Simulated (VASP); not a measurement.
Runs of VASP 6.6.1 on In3GeO2. The structure is that of space group Cmmm (No. 65), or close to it. The cells are those of the table. 

| task | cell | k mesh | cutoff (eV) | gap on the mesh (eV) | pressure (GPa) | relaxed volume (Å³/atom) | largest force (eV/Å) |
| --- | --- | --- | --- | --- | --- | --- | --- |
| relaxation of cell and atoms | relaxed from a = 7.458, b = 7.458, c = 3.132 Å, angles 90.0, 90.0, 134.4°, 6 atoms | 4 × 4 × 6 | 600 | none | -0.1 | (b) | 0.02 |
| single point | a = 5.468, b = 5.468, c = 4.341 Å, angles 90.0, 90.0, 118.5°, 6 atoms | 4 × 4 × 4 | 520 | none | 3.3 | - | 3.63 |
| single point | a = 7.591, b = 7.591, c = 3.066 Å, angles 90.0, 90.0, 135.1°, 6 atoms | 4 × 4 × 6 | 520 | none | 0.0 | - | 0.06 |
| single point | a = 7.458, b = 7.458, c = 3.132 Å, angles 90.0, 90.0, 134.4°, 6 atoms | 4 × 4 × 4 | 520 | none | (a) | - | 0.02 |
| relaxation of cell and atoms | relaxed from a = 5.468, b = 5.468, c = 4.341 Å, angles 90.0, 90.0, 118.5°, 6 atoms | 4 × 4 × 4 | 600 | none | -0.1 | 20.15 | 0.04 |

Alike in all rows: level PBE; potentials or basis VASP PAW PBE potentials, release 64 (In_d, Ge_d, O); no spin polarisation; smearing gaussian 0.1 eV.

Task: Estimate the missing entries.

Result: (a) 0.1; (b) 20.81.

Caveats: some runs use coarse meshes; spin-orbit coupling is left out, which moves the levels of the heavy elements; an odd number of electrons without spin polarisation forces a metal; a magnetic or distorted state may lie lower.

A k mesh can miss the band edges, and the runs leave out spin-orbit coupling on Ge, In.

A gap of «none» marks levels without a gap at the run's occupations.
